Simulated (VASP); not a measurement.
Wanted: the native input for a VASP 6.6.1 run.

| Quantity | Value |
| --- | --- |
| Task | single point |
| Functional | PBEsol |
| Potentials or basis | VASP PAW PBE potentials, release 64 (Al) |
| Cutoff | 500 eV |
| k mesh | 8 × 8 × 8 |
| Occupations | gaussian, width 0.1 eV |
| Spin | no spin polarisation |
| Dipole correction | no |
| Further INCAR settings | ALGO = Normal; EDIFF = 1e-06; NBANDS = 8 |

The structure of Al lies in POSCAR:

```
Al
1.0
    0.0000000000      2.0100000000      2.0100000000
    2.0100000000      0.0000000000      2.0100000000
    2.0100000000      2.0100000000      0.0000000000
Al
1
Direct
    0.0000000000      0.0000000000      0.0000000000
```

The input as run:

INCAR

```
PREC     = Accurate       # precision mode
ENCUT    = 500            # plane-wave cutoff, eV
EDIFF    = 1E-6           # SCF threshold, eV
ISMEAR   = 0              # smearing method
SIGMA    = 0.1            # smearing width, eV
LREAL    = False          # projectors in reciprocal space
LASPH    = True           # aspherical terms in the spheres
NELM     = 120            # most SCF steps
ALGO     = Normal         # electronic algorithm
ISIF     = 2              # what is computed and relaxed
LWAVE    = False          # write WAVECAR
LCHARG   = False          # write CHGCAR
GGA      = PS             # functional
NBANDS   = 8              # bands
GGA_COMPAT= False
```

KPOINTS

```
Automatic mesh
0
Gamma
  8 8 8
```

Potentials or basis: VASP PAW PBE potentials, release 64 (Al).

Run with:

```sh
$ cat potpaw_PBE.64/Al/POTCAR > POTCAR
$ mpirun -np 1 vasp_std > vasp.out
```

Results of the run:

```yaml
Pressure: -0.1 GPa
```

Caveat: the PAW data sets were made with another functional, which shifts forces and pressure a little.

It took 3 s on 1 thread of Intel(R) Xeon(R) Platinum 8259CL CPU @ 2.50GHz (Skylake/Cascade Lake), with other jobs on the host, peak memory 0.13 GiB.
